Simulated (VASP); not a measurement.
# Sc (Fm-3m) in VASP: density of states with PBEsol

Aim: the density of states of Sc with PBEsol.

Program: VASP 6.6.1. These are calculated values, not measurements. Logs are shortened: lines on timing, memory, paths and dates and some standing lists are left out, and cuts for length are marked.

**1. The cell of the first run**

Symmetry: Fm-3m, No. 225, cubic system. The conventional cell has a = 4.556 Å, b = 4.556 Å, c = 4.556 Å, α = 90.00°, β = 90.00°, γ = 90.00°. Sc (site symmetry m-3m) has 12 Sc at 3.22 Å within 4.2 Å.

**2. Density of states, PBEsol**

POSCAR

```
Sc
1.0
    0.0000000000      2.2779274597      2.2779274597
    2.2779274597      0.0000000000      2.2779274597
    2.2779274597      2.2779274597      0.0000000000
Sc
1
Direct
    0.0000000000      0.0000000000      0.0000000000
```

INCAR.step1

```
SYSTEM = Sc
PREC = Accurate
ENCUT = 520
EDIFF = 1E-6
ISMEAR = -1
SIGMA = 0.08
LREAL = .FALSE.
LASPH = .TRUE.
NELM = 100
ALGO = Normal
ISIF = 2
LWAVE = .FALSE.
LCHARG = .TRUE.
LMAXMIX = 4
GGA = PS
NBANDS = 12
```

KPOINTS.step1

```
Automatic mesh
0
G
  14 14 14
  0 0 0
```

INCAR.step2

```
SYSTEM = Sc
PREC = Accurate
ENCUT = 520
EDIFF = 1E-6
ISMEAR = -5
SIGMA = 0.08
LREAL = .FALSE.
LASPH = .TRUE.
NELM = 100
ALGO = Normal
ISIF = 2
LWAVE = .FALSE.
LCHARG = .FALSE.
LMAXMIX = 4
GGA = PS
LORBIT = 11
NEDOS = 2001
ICHARG = 11
```

KPOINTS.step2

```
Automatic mesh
0
G
  21 21 21
  0 0 0
```

Potentials or basis: VASP PAW PBE potentials, release 64 (Sc_sv).

On the command line:

```console
$ cat potpaw_PBE.64/Sc_sv/POTCAR > POTCAR
$ cp INCAR.step1 INCAR
$ cp KPOINTS.step1 KPOINTS
$ mpirun -np 1 vasp_std > vasp.out
$ cp INCAR.step2 INCAR
$ cp KPOINTS.step2 KPOINTS
$ mpirun -np 1 vasp_std > vasp.out
```

OUTCAR:

```text
SYSTEM = Sc
   PREC = Accurate
   ENCUT = 520
   EDIFF = 1E-6
   ISMEAR = -5
   LREAL = .FALSE.
   LASPH = .TRUE.
   NELM = 100
   ISIF = 2
   GGA = PS
   LORBIT = 11
   ICHARG = 11

 ion  position               nearest neighbor table
   1  0.000  0.000  0.000-

  LATTYP: Found a face centered cubic cell.
 ALAT       =     4.5558549194

  Lattice vectors:

 A1 = (   0.0000000000,   2.2779274597,   2.2779274597)
 A2 = (   2.2779274597,   0.0000000000,   2.2779274597)
 A3 = (   2.2779274597,   2.2779274597,   0.0000000000)

Analysis of symmetry for initial positions (statically):
=====================================================================
 Subroutine PRICEL returns:
 Original cell was already a primitive cell.

 Routine SETGRP: Setting up the symmetry group for a
 face centered cubic supercell.

 Subroutine GETGRP returns: Found 48 space group operations
 (whereof 48 operations were pure point group operations)
 out of a pool of 48 trial point group operations.

The static configuration has the point symmetry O_h .

Analysis of symmetry for dynamics (positions and initial velocities):
=====================================================================
 Subroutine PRICEL returns:
 Original cell was already a primitive cell.

 Routine SETGRP: Setting up the symmetry group for a
 face centered cubic supercell.

 Subroutine GETGRP returns: Found 48 space group operations
 (whereof 48 operations were pure point group operations)
 out of a pool of 48 trial point group operations.

The dynamic configuration has the point symmetry O_h .

 Subroutine INISYM returns: Found 48 space group operations
 (whereof 48 operations are pure point group operations),
 and found     1 'primitive' translations

----------------------------------------------------------------------------------------

                                     Primitive cell

  volume of cell :      23.6401

  direct lattice vectors                    reciprocal lattice vectors
     0.000000000  2.277927460  2.277927460    -0.219497771  0.219497771  0.219497771
     2.277927460  0.000000000  2.277927460     0.219497771 -0.219497771  0.219497771
     2.277927460  2.277927460  0.000000000     0.219497771  0.219497771 -0.219497771

  length of vectors
     3.221475908  3.221475908  3.221475908     0.380181292  0.380181292  0.380181292

  position of ions in fractional coordinates (direct lattice)
     0.000000000  0.000000000  0.000000000

  ion indices of the primitive-cell ions
   primitive index   ion index
                 1           1

----------------------------------------------------------------------------------------

 KPOINTS: Automatic mesh

Automatic generation of k-mesh.
 Grid dimensions read from file:
 generate k-points for:   21   21   21

 Generating k-lattice:

  Cartesian coordinates                     Fractional coordinates (reciprocal lattice)
    -0.010452275  0.010452275  0.010452275     0.047619048  0.000000000  0.000000000
     0.010452275 -0.010452275  0.010452275     0.000000000  0.047619048  0.000000000
     0.010452275  0.010452275 -0.010452275     0.000000000  0.000000000  0.047619048

  Length of vectors
     0.018103871  0.018103871  0.018103871

  Shift w.r.t. Gamma in fractional coordinates (k-lattice)
     0.000000000  0.000000000  0.000000000

 TETIRR: Found   1276 inequivalent tetrahedra from    55566

 Subroutine IBZKPT returns following result:
 ===========================================

 Found    286 irreducible k-points:

 Following reciprocal coordinates:
            Coordinates               Weight
  0.000000  0.000000  0.000000      1.000000
  0.047619  0.000000  0.000000      8.000000
  0.095238  0.000000  0.000000      8.000000
  0.142857  0.000000  0.000000      8.000000
  0.190476  0.000000  0.000000      8.000000
  0.238095  0.000000  0.000000      8.000000
[... 16 lines left out ...]
 -0.428571  0.047619  0.000000     24.000000
 -0.380952  0.047619  0.000000     24.000000
 [... further k-points ...]
   k-points           NKPTS =    286   k-points in BZ     NKDIM =    286   number of bands    NBANDS=      9
   number of dos      NEDOS =   2001   number of ions     NIONS =      1
   total plane-waves  NPLWV =  13824
   dimension x,y,z NGX =    24 NGY =   24 NGZ =   24
   dimension x,y,z NGXF=    48 NGYF=   48 NGZF=   48
   ions per type =               1
   NGX,Y,Z   is equivalent  to a cutoff of  12.39, 12.39, 12.39 a.u.
   NGXF,Y,Z  is equivalent  to a cutoff of  24.77, 24.77, 24.77 a.u.
 SYSTEM =  Sc
   PREC   = accura    normal or accurate (medium, high low for compatibility)
   ISTART =      0    job   : 0-new  1-cont  2-samecut
   ICHARG =     11    charge: 1-file 2-atom 10-const
   ISPIN  =      1    spin polarized calculation?
   LNONCOLLINEAR =      F non collinear calculations
   LSORBIT =      F    spin-orbit coupling
   LASPH  =      T    aspherical Exc in radial PAW
   ENCUT  =  520.0 eV  38.22 Ry    6.18 a.u.   5.99  5.99  5.99*2*pi/ulx,y,z
   NELM   =    100;   NELMIN=  2; NELMDL=  0     # of ELM steps
   EDIFF  = 0.1E-05   stopping-criterion for ELM
   LREAL  =      F    real-space projection
   EDIFFG = 0.1E-04   stopping-criterion for IOM
   NSW    =      0    number of steps for IOM
   IBRION =     -1    ionic relax: 0-MD 1-quasi-New 2-CG
   NFREE  =      0    steps in history (QN), initial steepest desc. (CG)
   ISIF   =      2    stress and relaxation
   ISYM   =      2    0-nonsym 1-usesym 2-fastsym
   POTIM  = 0.5000    time-step for ionic-motion
   TEBEG  =    0.0;   TEEND  =   0.0 temperature during run
   PSTRESS=    0.0 pullay stress
   NELECT =      11.0000    total number of electrons
   NUPDOWN=      -1.0000    fix difference up-down
   EMIN   =  10.00;   EMAX   =-10.00  energy-range for DOS
   EFERMI =   0.00;   METHOD = LEGACY
   ISMEAR =    -5;   SIGMA  =   0.08  broadening in eV -4-tet -1-fermi 0-gaus
   EFERMI_NEDOS =   21; number of points for ismear=-14 and -15
   IALGO  =     38    algorithm
   IMIX   =      4    mixing-type and parameters
     AMIX     =   0.40;   BMIX     =  1.00
     AMIX_MAG =   1.60;   BMIX_MAG =  1.00
  volume/ion in A,a.u.               =      23.64       159.53
  Fermi-wavevector in a.u.,A,eV,Ry     =   1.268594  2.397294 21.896259  1.609330
  Thomas-Fermi vector in A             =   2.401680
   LORBIT       =     11    0 simple, 1 ext, 2 COOP (PROOUT), +10 PAW based schemes
   GGA     = PS    functional components
   LHFCALC =     F    Hartree Fock is set to
   AEXX    =    0.0000 exact exchange contribution
   IVDW    =     0    specifies the selected vdW correction
   LEPSILON=     F    determine dielectric tensor
   LRPA    =     F    only Hartree local field effects (RPA)
 non-spin polarized calculation
 Fermi weights with tetrahedron method with Bloechl corrections
  energy-cutoff  :      520.00
  volume of cell :       23.64
 maximum number of plane-waves:       650

 number of electron      10.9999996 magnetization

 Free energy of the ion-electron system (eV)
  ---------------------------------------------------
  ext. energy  EPLUGINS =         0.00000000
  ---------------------------------------------------
  free energy    TOTEN  =        -6.55952511 eV

  energy without entropy =       -6.55952511  energy(sigma->0) =       -6.55952511

 E-fermi :   3.8783     XC(G=0): -10.1591

 val. band max:        3.8705394284   @ k =   0.4286   0.1905   0.0000
 cond. band min:       3.8748681040   @ k =   0.4762   0.1905   0.0476
 fundamental gap:      0.0043286756
 Fermi energy:         3.8783091011

 k-point     1 :       0.0000    0.0000    0.0000
  band No.  band energies     occupation
      1     -45.2289      2.00000
      2     -23.7060      2.00000
      3     -23.7060      2.00000
      4     -23.7060      2.00000
      5      -1.3950      2.00000
      6       5.5157      0.00000
      7       5.5157      0.00000
      8       5.5157      0.00000
      9       6.9778      0.00000

 k-point     2 :       0.0476    0.0000    0.0000
  band No.  band energies     occupation
      1     -45.2273      2.00000
      2     -23.7167      2.00000
      3     -23.7074      2.00000
      4     -23.7074      2.00000
      5      -1.3349      2.00000
      6       5.4695      0.00000
      7       5.5389      0.00000
      8       5.5389      0.00000
      9       6.9607      0.00000

 k-point     3 :       0.0952    0.0000    0.0000
  band No.  band energies     occupation
      1     -45.2226      2.00000
      2     -23.7476      2.00000
      3     -23.7113      2.00000
      4     -23.7113      2.00000
      5      -1.1570      2.00000
      6       5.3392      0.00000
      7       5.6021      0.00000
      8       5.6021      0.00000
      9       6.9185      0.00000

 k-point     4 :       0.1429    0.0000    0.0000
  band No.  band energies     occupation
      1     -45.2153      2.00000
      2     -23.7958      2.00000
      3     -23.7175      2.00000
      4     -23.7175      2.00000
      5      -0.8686      2.00000
      6       5.1467      0.00000
      7       5.6829      0.00000
      8       5.6829      0.00000
      9       6.8790      0.00000
[... 205 lines left out ...]
 k-point    22 :      -0.4762    0.0476    0.0000
  band No.  band energies     occupation
      1     -45.1557      2.00000
      2     -24.1649      2.00000
      3     -23.7738      2.00000
      4     -23.7678      2.00000
      5       2.1008      2.00000
      6       4.1552      0.00000
      7       5.3588      0.00000
      8       5.4330      0.00000
      9       7.9701      0.00000

 k-point    23 :      -0.4286    0.0476    0.0000
  band No.  band energies     occupation
      1     -45.1578      2.00000
      2     -24.1519      2.00000
      3     -23.7738      2.00000
      4     -23.7642      2.00000
      5       1.9732      2.00000
      6       4.1551      0.00000
      7       5.3809      0.00000
      8       5.4532      0.00000
      9       7.9594      0.00000

 k-point    24 :      -0.3810    0.0476    0.0000
  band No.  band energies     occupation
      1     -45.1630      2.00000
      2     -24.1205      2.00000
      3     -23.7710      2.00000
      4     -23.7583      2.00000
      5       1.6668      2.00000
      6       4.1795      0.00000
      7       5.4340      0.00000
      8       5.5086      0.00000
      9       7.8167      0.00000

 [... further k-points ...]
[... 5 lines left out ...]
  --------------------------------------------------------------------------------------
  -------------------------------------------------------------------------------------
  Total       -0.0224503     -0.0224503     -0.0224503      0.0000000      0.0000000     -0.0000000
  in kB       -1.5215391     -1.5215391     -1.5215391      0.0000000      0.0000000     -0.0000000
  external PRESSURE =      -1.5215391 kB  Pullay stress =       0.0000000 kB

 VOLUME and BASIS-vectors are now :
 -----------------------------------------------------------------------------
  energy-cutoff  :      520.00
  volume of cell :       23.64
      direct lattice vectors                 reciprocal lattice vectors
     0.000000000  2.277927460  2.277927460    -0.219497771  0.219497771  0.219497771
     2.277927460  0.000000000  2.277927460     0.219497771 -0.219497771  0.219497771
     2.277927460  2.277927460  0.000000000     0.219497771  0.219497771 -0.219497771

 POSITION                                       TOTAL-FORCE (eV/Angst)
 -----------------------------------------------------------------------------------
      0.00000      0.00000      0.00000        -0.000000      0.000000      0.000000
 -----------------------------------------------------------------------------------
    total drift:                               -0.000000      0.000000      0.000000

  FREE ENERGIE OF THE ION-ELECTRON SYSTEM (eV)
  ---------------------------------------------------
  free  energy   TOTEN  =        -6.5595251144 eV

  energy  without entropy=       -6.5595251144  energy(sigma->0) =       -6.55952511

 total charge

# of ion       s       p       d       tot
------------------------------------------
    1        2.286   6.102   1.049   9.437
```

It took 53 s on 1 thread of Intel Xeon 8259CL, shared host; peak memory 0.19 GiB.

Results:

```yaml
Valence_electrons_inside_the_program's_atomic_spheres: Sc 9.44
```

Caveat: the PAW data sets were made with another functional, which shifts forces and pressure a little; tetrahedron occupations give inexact forces and stress in metals.
